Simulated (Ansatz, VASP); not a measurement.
Two plane-wave programs on MgS

```
Mg S
1.0
     0.00000    2.59121    2.59121
     2.59121    0.00000    2.59121
     2.59121    2.59121    0.00000
Mg S
1 1
Direct
  0.00000 0.00000 0.00000
  0.50000 0.50000 0.50000
```

Alike in both runs: task single point; functional HSE06; k mesh 6 × 6 × 6; no spin polarisation.

|  | VASP | Ansatz |
| --- | --- | --- |
| version | VASP 6.6.1 | Ansatz 0.2.0 |
| potentials or method | VASP PAW PBE potentials, release 64 (Mg, S), cutoff 520 eV | scalar-relativistic, plane waves, PAW |
| occupations | gaussian, width 0.01 eV | fixed |
| valence electrons in the cell | 8 | 16 |

|  | VASP | Ansatz | Ansatz less VASP |
| --- | --- | --- | --- |
| gap on the k mesh at the Fermi level (eV) | 3.78 | 3.83 | +0.053 |
| least direct gap on the mesh (eV) | 4.90 | 4.93 | +0.033 |

VASP's potentials hold 8 valence electrons a cell and Ansatz's 16, so a difference there can come from the potentials and not from the codes.
